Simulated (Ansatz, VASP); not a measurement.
**One calculation of Pd, two programs**

```
Pd
1.0
     0.00000    2.55254    2.55254
     2.55254    0.00000    2.55254
     2.55254    2.55254    0.00000
Pd
2
Direct
  0.00000 0.00000 0.00000
  0.50000 0.50000 0.50000
```

Alike in both runs: task single point; functional r2SCAN; k mesh 12 × 12 × 12; occupations fermi-dirac, width 0.05 eV; collinear spin.

```csv
,VASP,Ansatz
version,VASP 6.6.1,Ansatz 0.2.0
potentials or method,"VASP PAW PBE potentials, release 64 (Pd), cutoff 520 eV","plane waves (500 eV) with PAW, scalar-relativistic"
valence electrons in the cell,20,36
```

Ansatz gave:

```
pressure (GPa)           : 6.4
net moment per atom (μB) : 0.00
```

**Question.** Estimate VASP's values.

**Answer.** Pressure (GPa): 6.9; net moment per atom (μB): 0.00.

VASP's potentials were made for PBE, not for r2SCAN. The functional is the same, so the differences come from potentials, cutoffs and numerics. VASP's potentials hold 20 valence electrons a cell and Ansatz's 36, so a difference there can come from the potentials and not from the codes. Ansatz's warnings: seeded moment not kept, stability check not made.
